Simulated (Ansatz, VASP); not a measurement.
HfO2 in VASP and in Ansatz

```xyz
9
Lattice="2.5488 -2.5488 0.0000 2.5488 0.0000 -2.5488 5.3863 5.3863 5.3863" Properties=species:S:1:pos:R:3 pbc="T T T"
Hf    4.2481    4.2481    4.2481
Hf    4.2481    1.6993    1.6993
Hf    4.2481   -0.8495   -0.8495
O     5.5225    0.4249    0.4249
O     2.9737   -2.1239    0.4249
O     5.5225    2.9737    2.9737
O     8.0713    2.9737    2.9737
O     8.0713    0.4249    0.4249
O     2.9737    0.4249    0.4249
```

Alike in both runs: task single point; functional PBE; k mesh 7 × 7 × 3; occupations gaussian, width 0.05 eV; no spin polarisation.

|  | VASP | Ansatz |
| --- | --- | --- |
| version | VASP 6.6.1 | Ansatz 0.2.0 |
| potentials or method | VASP PAW PBE potentials, release 64 (Hf_pv, O), cutoff 520 eV | scalar-relativistic, plane waves, PAW |
| valence electrons in the cell | 66 | 114 |

|  | VASP | Ansatz | Ansatz less VASP |
| --- | --- | --- | --- |
| gap on the k mesh at the Fermi level (eV) | 3.92 | 3.92 | -0.001 |
| least direct gap on the mesh (eV) | 4.03 | 4.03 | -0.003 |
| pressure (GPa) | -10.0 | -6.7 | +3.22 |
| traceless stress, the component that is largest in VASP (GPa) | -0.20 | -0.40 | -0.201 |
| rms of the force components (eV/Å) | 0.216 | 0.242 | +0.0263 |

Atom by atom the forces differ by 0.036 eV/Å (rms over components). VASP's potentials hold 66 valence electrons a cell and Ansatz's 114, so a difference there can come from the potentials and not from the codes.

Neither program's run includes spin-orbit coupling.
